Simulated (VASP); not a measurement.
# As2RhAu3 (P-3m1) in VASP: single point with r2SCAN+rVV10

Aim: the single point of As2RhAu3 with r2SCAN+rVV10.

Program: VASP 6.6.1. These are calculated values, not measurements. Logs are shortened: lines on timing, memory, paths and dates and some standing lists are left out, and cuts for length are marked.

## 1. The cell of the first run

It takes space group P-3m1 (No. 164, trigonal). The conventional cell has a = 4.003 Å, b = 4.003 Å, c = 7.926 Å, α = 90.00°, β = 90.00°, γ = 120.00°. As (site symmetry 3m) has 6 Au at 2.62 to 2.73 Å and 3 Rh at 3.41 Å within 3.5 Å. Rh (site symmetry -3m) has 6 Au at 2.64 Å and 6 As at 3.41 Å within 3.5 Å. Au (site symmetry 3m) has 3 As at 2.62 Å and 3 Rh at 2.64 Å and 3 Au at 3.45 Å within 3.5 Å. Au (site symmetry -3m) has 6 As at 2.73 Å and 6 Au at 3.54 Å within 3.6 Å.

## 2. Single point, r2SCAN+rVV10

Contents of POSCAR:

```
As2RhAu3
1.0
    4.0026482278      0.0000000000      0.0000000000
   -2.0013241139      3.4663950477      0.0000000000
    0.0000000000      0.0000000000      7.9260444262
As Rh Au
2 1 3
Direct
    0.3333333333      0.6666666667      0.6833370139
    0.6666666667      0.3333333333      0.3166629861
    0.0000000000      0.0000000000      0.0000000000
    0.3333333333      0.6666666667      0.1616651761
    0.6666666667      0.3333333333      0.8383348239
    0.0000000000      0.0000000000      0.5000000000
```

Contents of INCAR.step1:

```
SYSTEM = As2RhAu3
PREC = Accurate
ENCUT = 520
ISMEAR = -1
SIGMA = 0.03
LREAL = .False.
LASPH = .True.
NELM = 100
NBANDS = 38
GGA = PE
ALGO = Normal
EDIFF = 1E-4
LWAVE = .True.
LCHARG = .False.
```

Contents of INCAR.step2:

```
SYSTEM = As2RhAu3
PREC = Accurate
ENCUT = 520
EDIFF = 1E-7
ISMEAR = -1
SIGMA = 0.03
LREAL = .False.
LASPH = .True.
NELM = 100
ALGO = Normal
ISIF = 2
LWAVE = .False.
LCHARG = .True.
METAGGA = R2SCAN
LMIXTAU = .True.
LUSE_VDW = .True.
IVDW_NL = 2
BPARAM = 11.95
CPARAM = 0.0093
LELF = .True.
LVHAR = .True.
NBANDS = 38
ISTART = 1
```

Contents of KPOINTS:

```
Automatic mesh
0
Gamma
  12 12 4
  0 0 0
```

Potentials or basis: VASP PAW PBE potentials, release 64 (As, Rh_pv, Au).

On the command line:

```sh
$ cat potpaw_PBE.64/As/POTCAR potpaw_PBE.64/Rh_pv/POTCAR potpaw_PBE.64/Au/POTCAR > POTCAR
$ cp INCAR.step1 INCAR
$ mpirun -np 1 vasp_std > vasp.out
$ cp INCAR.step2 INCAR
$ mpirun -np 1 vasp_std > vasp.out
```

OUTCAR:

```text
SYSTEM = As2RhAu3
   PREC = Accurate
   ENCUT = 520
   EDIFF = 1E-7
   ISMEAR = -1
   LREAL = .False.
   LASPH = .True.
   NELM = 100
   ISIF = 2
   METAGGA = R2SCAN
   IVDW_NL = 2
   BPARAM = 11.95
   ISTART = 1

 ion  position               nearest neighbor table
   1  0.333  0.667  0.683-   5 2.62   5 2.62   5 2.62   6 2.73   6 2.73   6 2.73
   2  0.667  0.333  0.317-   4 2.62   4 2.62   4 2.62   6 2.73   6 2.73   6 2.73
   3  0.000  0.000  0.000-   4 2.64   5 2.64   5 2.64   4 2.64   5 2.64   4 2.64
   4  0.333  0.667  0.162-   2 2.62   2 2.62   2 2.62   3 2.64   3 2.64   3 2.64   5 3.45   5 3.45
                             5 3.45   6 3.54   6 3.54   6 3.54
   5  0.667  0.333  0.838-   1 2.62   1 2.62   1 2.62   3 2.64   3 2.64   3 2.64   4 3.45   4 3.45
                             4 3.45   6 3.54   6 3.54   6 3.54
   6  0.000  0.000  0.500-   1 2.73   2 2.73   2 2.73   1 2.73   2 2.73   1 2.73   4 3.54   5 3.54
                             5 3.54   4 3.54   4 3.54   5 3.54

  LATTYP: Found a hexagonal cell.
 ALAT       =     4.0026482278
 C/A-ratio  =     1.9802001013

  Lattice vectors:

 A1 = (   4.0026482278,   0.0000000000,   0.0000000000)
 A2 = (  -2.0013241139,   3.4663950477,   0.0000000000)
 A3 = (   0.0000000000,   0.0000000000,   7.9260444262)

Analysis of symmetry for initial positions (statically):
=====================================================================
 Subroutine PRICEL returns:
 Original cell was already a primitive cell.

 Routine SETGRP: Setting up the symmetry group for a
 hexagonal supercell.

 Subroutine GETGRP returns: Found 12 space group operations
 (whereof 12 operations were pure point group operations)
 out of a pool of 24 trial point group operations.

The static configuration has the point symmetry D_3d.

Analysis of symmetry for dynamics (positions and initial velocities):
=====================================================================
 Subroutine PRICEL returns:
 Original cell was already a primitive cell.

 Routine SETGRP: Setting up the symmetry group for a
 hexagonal supercell.

 Subroutine GETGRP returns: Found 12 space group operations
 (whereof 12 operations were pure point group operations)
 out of a pool of 24 trial point group operations.

The dynamic configuration has the point symmetry D_3d.

 Subroutine INISYM returns: Found 12 space group operations
 (whereof 12 operations are pure point group operations),
 and found     1 'primitive' translations

----------------------------------------------------------------------------------------

                                     Primitive cell

  volume of cell :     109.9720

  direct lattice vectors                    reciprocal lattice vectors
     4.002648228  0.000000000  0.000000000     0.249834595  0.144242071  0.000000000
    -2.001324114  3.466395048  0.000000000     0.000000000  0.288484142  0.000000000
     0.000000000  0.000000000  7.926044426     0.000000000  0.000000000  0.126166338

  length of vectors
     4.002648228  4.002648228  7.926044426     0.288484142  0.288484142  0.126166338

  position of ions in fractional coordinates (direct lattice)
     0.333333333  0.666666667  0.683337014
     0.666666667  0.333333333  0.316662986
     0.000000000  0.000000000  0.000000000
     0.333333333  0.666666667  0.161665176
     0.666666667  0.333333333  0.838334824
     0.000000000  0.000000000  0.500000000

  ion indices of the primitive-cell ions
   primitive index   ion index
                 1           1
                 2           2
                 3           3
                 4           4
                 5           5
                 6           6

----------------------------------------------------------------------------------------

 KPOINTS: Automatic mesh

Automatic generation of k-mesh.
 Grid dimensions read from file:
 generate k-points for:   12   12    4

 Generating k-lattice:

  Cartesian coordinates                     Fractional coordinates (reciprocal lattice)
     0.020819550  0.012020173  0.000000000     0.083333333  0.000000000  0.000000000
     0.000000000  0.024040345  0.000000000     0.000000000  0.083333333  0.000000000
     0.000000000  0.000000000  0.031541584     0.000000000  0.000000000  0.250000000

  Length of vectors
     0.024040345  0.024040345  0.031541584

  Shift w.r.t. Gamma in fractional coordinates (k-lattice)
     0.000000000  0.000000000  0.000000000

 Subroutine IBZKPT returns following result:
 ===========================================

 Found     69 irreducible k-points:

 Following reciprocal coordinates:
            Coordinates               Weight
  0.000000  0.000000  0.000000      1.000000
  0.083333 -0.000000  0.000000      6.000000
  0.166667  0.000000  0.000000      6.000000
  0.250000  0.000000  0.000000      6.000000
  0.333333  0.000000  0.000000      6.000000
  0.416667 -0.000000  0.000000      6.000000
[... 16 lines left out ...]
  0.166667  0.000000  0.250000      6.000000
  0.000000  0.166667  0.250000      6.000000
 [... further k-points ...]
   k-points           NKPTS =     69   k-points in BZ     NKDIM =     69   number of bands    NBANDS=     38
   number of dos      NEDOS =    301   number of ions     NIONS =      6
   total plane-waves  NPLWV =  54000
   dimension x,y,z NGX =    30 NGY =   30 NGZ =   60
   dimension x,y,z NGXF=    60 NGYF=   60 NGZF=  120
   ions per type =               2   1   3
   NGX,Y,Z   is equivalent  to a cutoff of  12.46, 12.46, 12.58 a.u.
   NGXF,Y,Z  is equivalent  to a cutoff of  24.92, 24.92, 25.17 a.u.
 SYSTEM =  As2RhAu3
   PREC   = accura    normal or accurate (medium, high low for compatibility)
   ISTART =      1    job   : 0-new  1-cont  2-samecut
   ICHARG =      0    charge: 1-file 2-atom 10-const
   ISPIN  =      1    spin polarized calculation?
   LNONCOLLINEAR =      F non collinear calculations
   LSORBIT =      F    spin-orbit coupling
   LASPH  =      T    aspherical Exc in radial PAW
   ENCUT  =  520.0 eV  38.22 Ry    6.18 a.u.   7.44  7.44 14.74*2*pi/ulx,y,z
   NELM   =    100;   NELMIN=  2; NELMDL=  0     # of ELM steps
   EDIFF  = 0.1E-06   stopping-criterion for ELM
   LREAL  =      F    real-space projection
   EDIFFG = 0.1E-05   stopping-criterion for IOM
   NSW    =      0    number of steps for IOM
   IBRION =     -1    ionic relax: 0-MD 1-quasi-New 2-CG
   NFREE  =      0    steps in history (QN), initial steepest desc. (CG)
   ISIF   =      2    stress and relaxation
   ISYM   =      2    0-nonsym 1-usesym 2-fastsym
   POTIM  = 0.5000    time-step for ionic-motion
   TEBEG  =    0.0;   TEEND  =   0.0 temperature during run
   PSTRESS=    0.0 pullay stress
   NELECT =      58.0000    total number of electrons
   NUPDOWN=      -1.0000    fix difference up-down
   EMIN   =  10.00;   EMAX   =-10.00  energy-range for DOS
   EFERMI =   0.00;   METHOD = LEGACY
   ISMEAR =    -1;   SIGMA  =   0.03  broadening in eV -4-tet -1-fermi 0-gaus
   EFERMI_NEDOS =   21; number of points for ismear=-14 and -15
   IALGO  =     38    algorithm
   IMIX   =      4    mixing-type and parameters
     AMIX     =   0.40;   BMIX     =  1.00
     AMIX_MAG =   1.60;   BMIX_MAG =  1.00
  volume/ion in A,a.u.               =      18.33       123.69
  Fermi-wavevector in a.u.,A,eV,Ry     =   1.322686  2.499515 23.803377  1.749499
  Thomas-Fermi vector in A             =   2.452349
   LORBIT       =      0    0 simple, 1 ext, 2 COOP (PROOUT), +10 PAW based schemes
   METAGGA = R2SCAN    functional components
   LHFCALC =     F    Hartree Fock is set to
   AEXX    =    0.0000 exact exchange contribution
   IVDW_NL    =     2    kernel type
   BPARAM     =11.9500
   IVDW    =     0    specifies the selected vdW correction
   LEPSILON=     F    determine dielectric tensor
   LRPA    =     F    only Hartree local field effects (RPA)
 non-spin polarized calculation
  energy-cutoff  :      520.00
  volume of cell :      109.97
 maximum number of plane-waves:      2989
 NGX is ok and might be reduce to    30
   NGX = 15   NGY = 15   NGZ = 29

 number of electron      57.9999998 magnetization

 Free energy of the ion-electron system (eV)
  ---------------------------------------------------
  ext. energy  EPLUGINS =         0.00000000
  ---------------------------------------------------
  free energy    TOTEN  =      -202.39617004 eV

  energy without entropy =     -202.38452647  energy(sigma->0) =     -202.39034826

 E-fermi :   7.5549     XC(G=0): -12.4761

 val. band max:        7.5515424906   @ k =   0.2500   0.0000   0.5000
 cond. band min:       7.5602881644   @ k =   0.2500   0.2500   0.2500
 fundamental gap:      0.0087456738
 Fermi energy:         7.5548816765

 k-point     1 :       0.0000    0.0000    0.0000
  band No.  band energies     occupation
      1     -39.3530      2.00000
      2     -39.3530      2.00000
      3     -39.2341      2.00000
      4      -5.7943      2.00000
      5      -4.5538      2.00000
      6       0.0626      2.00000
[... 30 lines left out ...]
     37      13.6451      0.00000
     38      15.2671      0.00000

 k-point     2 :       0.0833   -0.0000    0.0000
  band No.  band energies     occupation
      1     -39.3533      2.00000
      2     -39.3531      2.00000
      3     -39.2341      2.00000
      4      -5.7239      2.00000
      5      -4.5317      2.00000
      6       0.1611      2.00000
[... 30 lines left out ...]
     37      13.8570      0.00000
     38      15.3464      0.00000

 k-point     3 :       0.1667    0.0000    0.0000
  band No.  band energies     occupation
      1     -39.3542      2.00000
      2     -39.3532      2.00000
      3     -39.2338      2.00000
      4      -5.5212      2.00000
      5      -4.4707      2.00000
      6       0.4330      2.00000
[... 30 lines left out ...]
     37      14.8253      0.00000
[... 781 lines left out ...]
 k-point    23 :       0.1667    0.0000    0.2500
  band No.  band energies     occupation
      1     -39.3542      2.00000
      2     -39.3532      2.00000
      3     -39.2338      2.00000
      4      -5.4728      2.00000
      5      -4.5518      2.00000
      6       0.6082      2.00000
[... 30 lines left out ...]
     37      14.4985      0.00000
     38      15.2147      0.00000

 k-point    24 :       0.0000    0.1667    0.2500
  band No.  band energies     occupation
      1     -39.3542      2.00000
      2     -39.3532      2.00000
      3     -39.2338      2.00000
      4      -5.4767      2.00000
      5      -4.5432      2.00000
      6       0.4439      2.00000
[... 30 lines left out ...]
     37      14.1016      0.00000
     38      15.5025      0.00000

 [... further k-points ...]
[... 5 lines left out ...]
  --------------------------------------------------------------------------------------
  -------------------------------------------------------------------------------------
  Total        0.4849559      0.4849559      0.4220301      0.0000000      0.0000000      0.0000000
  in kB        7.0653034      7.0653034      6.1485397      0.0000000      0.0000000      0.0000000
  external PRESSURE =       6.7597155 kB  Pullay stress =       0.0000000 kB

 VOLUME and BASIS-vectors are now :
 -----------------------------------------------------------------------------
  energy-cutoff  :      520.00
  volume of cell :      109.97
      direct lattice vectors                 reciprocal lattice vectors
     4.002648228  0.000000000  0.000000000     0.249834595  0.144242071  0.000000000
    -2.001324114  3.466395048  0.000000000     0.000000000  0.288484142  0.000000000
     0.000000000  0.000000000  7.926044426     0.000000000  0.000000000  0.126166338

 POSITION                                       TOTAL-FORCE (eV/Angst)
 -----------------------------------------------------------------------------------
     -0.00000      2.31093      5.41616         0.000000     -0.000000     -0.001279
      2.00132      1.15547      2.50988        -0.000000      0.000000      0.001279
      0.00000      0.00000      0.00000         0.000000      0.000000      0.000000
     -0.00000      2.31093      1.28137         0.000000      0.000000      0.029742
      2.00132      1.15547      6.64468        -0.000000      0.000000     -0.029742
      0.00000      0.00000      3.96302         0.000000      0.000000      0.000000
 -----------------------------------------------------------------------------------
    total drift:                                0.000000     -0.000000     -0.000000

  FREE ENERGIE OF THE ION-ELECTRON SYSTEM (eV)
  ---------------------------------------------------
  free  energy   TOTEN  =      -202.3961700416 eV

  energy  without entropy=     -202.3845264724  energy(sigma->0) =     -202.39034826
```

It took 22 min on 1 thread of Oxide Virtual Turin-like, shared host; peak memory 0.59 GiB.

What came out:

| Property | Result |
| --- | --- |
| Free energy | -202.3962 eV |
| Pressure | 0.7 GPa |
| Largest force | 0.030 eV/Å |
| Band gap on the k mesh | zero (band 29 reaches 8.90 eV, above the bottom of band 30 at 7.14 eV) |

Forces in eV/Å, atoms in the order of the input:
```
As   0.000  0.000 -0.001
As   0.000  0.000  0.001
Rh   0.000  0.000  0.000
Au   0.000  0.000  0.030
Au   0.000  0.000 -0.030
Au   0.000  0.000  0.000
```

Stress tensor (GPa, compression positive):
```
0.71 0.00 0.00
0.00 0.71 0.00
0.00 0.00 0.61
```

Caveat: the PAW data sets were made with another functional, which shifts forces and pressure a little; spin-orbit coupling is left out, which moves the levels of the heavy elements.
